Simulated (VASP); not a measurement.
Set up this calculation in VASP 6.6.1, as the native input.

```yaml
Task: single point
Functional: LDA
Potentials_or_basis: VASP PAW LDA potentials, release 64 (Pb_d, Ga_d, Te)
Cutoff: 520 eV
k_mesh: 4 × 4 × 4
Occupations: fermi-dirac, width 0.0103 eV
Spin: no spin polarisation
Dipole_correction: no
Further_INCAR_settings: ALGO = Normal; EDIFF = 1e-06; NBANDS = 41
```

The structure of Ga2Te4Pb lies in POSCAR:

```
Ga2Te4Pb
1.0
    0.0000000000      6.1731900000      0.0000000000
    6.1731900000      0.0000000000      0.0000000000
    3.0865950000      3.0865950000     -5.9827160000
Pb Ga Te
1 2 4
Direct
    0.0000000000      0.0000000000      0.0000000000
    0.7500000000      0.2500000000      0.5000000000
    0.5000000000      0.5000000000      0.0000000000
    0.3950000000      0.4050000000      0.7300000000
    0.5950000000      0.1250000000      0.2700000000
    0.8750000000      0.8650000000      0.7300000000
    0.1350000000      0.6050000000      0.2700000000
```

The input as run:

INCAR

```
ALGO = Normal
EDIFF = 1E-6
ENCUT = 520
ISIF = 2
ISMEAR = -1
LASPH = True
LCHARG = False
LREAL = False
LWAVE = False
NBANDS = 41
NELM = 60
PREC = Accurate
SIGMA = 0.0103
```

KPOINTS

```
k-points
0
Gamma
  4 4 4
```

Potentials or basis: VASP PAW LDA potentials, release 64 (Pb_d, Ga_d, Te).

The run is started by

```sh
$ cat potpaw_LDA.64/Pb_d/POTCAR potpaw_LDA.64/Ga_d/POTCAR potpaw_LDA.64/Te/POTCAR > POTCAR
$ mpirun -np 1 vasp_std > vasp.out
```

It gave:

```json
{
 "Pressure": "3.8 GPa",
 "Largest force": "1.591 eV/Å",
 "Band gap on the k mesh": "zero (bands 32 and 33 overlap by 0.05 eV)"
}
```

Caveat: the cell stands under pressure; spin-orbit coupling is left out, which moves the levels of the heavy elements; forces of over 1 eV/Å act on the atoms, so gaps and moduli don't describe the material at rest.

It took 3.5 min on 1 thread of Oxide Virtual Turin-like Processor, on a shared host, peak memory 0.3 GiB.
